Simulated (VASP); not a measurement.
Write the native input for VASP 6.6.1 that does the following.

```yaml
Task: single point
Functional: PBE
Potentials_or_basis: VASP PAW PBE potentials, release 64 (Mg, C)
Cutoff: 520 eV
k_mesh: 4 × 4 × 4
Occupations: gaussian, width 0.01 eV
Spin: no spin polarisation
Dipole_correction: no
Further_INCAR_settings: ALGO = Normal; EDIFF = 1e-06; NBANDS = 19
```

The structure of MgC2 lies in POSCAR:

```
MgC2
1.0
    4.0027668699      0.0000000000      0.0000000000
    0.0000000000      4.0027668699      0.0000000000
    0.0000000000      0.0000000000      5.0527161180
Mg C
2 4
Direct
    0.5000000000      0.5000000000      0.0000000000
    0.0000000000      0.0000000000      0.5000000000
    0.8876550000      0.8876550000      0.0000000000
    0.6123450000      0.3876550000      0.5000000000
    0.1123450000      0.1123450000      0.0000000000
    0.3876550000      0.6123450000      0.5000000000
```

These files were run (other wordings do the same):

INCAR

```
PREC = Accurate ; ENCUT = 520
EDIFF = 1E-6 ; ISMEAR = 0
SIGMA = 0.01 ; LREAL = F
LASPH = T ; NELM = 60
ALGO = Normal ; ISIF = 2
LWAVE = F ; LCHARG = F
GGA = PE ; NBANDS = 19
```

KPOINTS

```
regular mesh
0
Gamma
  4 4 4
```

Potentials or basis: VASP PAW PBE potentials, release 64 (Mg, C).

Command:

```sh
$ cat potpaw_PBE.64/Mg/POTCAR potpaw_PBE.64/C/POTCAR > POTCAR
$ mpirun -np 1 vasp_std > vasp.out
```

Results of the run:

| Property | Result |
| --- | --- |
| Pressure | -4.6 GPa |
| Largest force | 0.988 eV/Å |
| Band gap on the k mesh | 2.63 eV, indirect (least direct gap 2.97 eV) |

Run time: 21 s on 1 thread of Intel(R) Xeon(R) Platinum 8488C (Sapphire Rapids) (shared host), peak memory 0.18 GiB.
